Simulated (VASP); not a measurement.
Set up this calculation in VASP 6.6.1, as the native input.

```yaml
Task: single point
Functional: PBE
Potentials_or_basis: VASP PAW PBE potentials, release 64 (In_d, Bi_d, O)
Cutoff: 520 eV
k_mesh: 6 × 6 × 6
Occupations: gaussian, width 0.01 eV
Spin: no spin polarisation
Dipole_correction: no
Further_INCAR_settings: ALGO = Normal; EDIFF = 1e-07; NBANDS = 45
```

The structure of In3BiO3 lies in POSCAR:

```
In3BiO3
1.0
    4.0064620509      2.3131319436      2.6003614829
   -4.0064620509      2.3131319436      2.6003614829
    0.0000000000     -4.6262638872      2.6003614829
In Bi O
3 1 3
Direct
    0.8507504954      0.3630255607      0.3630255607
    0.3630255607      0.3630255607      0.8507504954
    0.3630255607      0.8507504954      0.3630255607
    0.9707039016      0.9707039016      0.9707039016
    0.6029014599      0.1866915616      0.6029014599
    0.6029014599      0.6029014599      0.1866915616
    0.1866915616      0.6029014599      0.6029014599
```

These files were run (other wordings do the same):

INCAR

```
SYSTEM = In3BiO3
ALGO     = Normal         ! electronic algorithm
EDIFF    = 1E-7           ! SCF threshold, eV
ENCUT    = 520            ! plane-wave cutoff, eV
GGA      = PE             ! functional
ISIF     = 2              ! what is computed and relaxed
ISMEAR   = 0              ! smearing method
LASPH    = .TRUE.         ! aspherical terms in the spheres
LCHARG   = .TRUE.         ! write CHGCAR
LELF     = .TRUE.         ! ELF
LREAL    = .FALSE.        ! projectors in reciprocal space
LVHAR    = .TRUE.       
LWAVE    = .FALSE.        ! write WAVECAR
NBANDS   = 45             ! bands
NELM     = 60             ! most SCF steps
PREC     = Accurate       ! precision mode
SIGMA    = 0.01           ! smearing width, eV
```

KPOINTS

```
k-points
0
G
  6 6 6
  0 0 0
```

Potentials or basis: VASP PAW PBE potentials, release 64 (In_d, Bi_d, O).

The run is started by

```sh
$ cat potpaw_PBE.64/In_d/POTCAR potpaw_PBE.64/Bi_d/POTCAR potpaw_PBE.64/O/POTCAR > POTCAR
$ mpirun -np 1 vasp_std > vasp.out
```

Results of the run:

```yaml
Pressure: 0.1 GPa
Largest_force: 0.040 eV/Å
Band_gap_on_the_k_mesh: 0.36 eV
```

Caveat: spin-orbit coupling is left out, which moves the levels of the heavy elements.

Run time: 6.7 min on 1 thread of Oxide Virtual Turin-like Processor (shared host), peak memory 0.32 GiB.
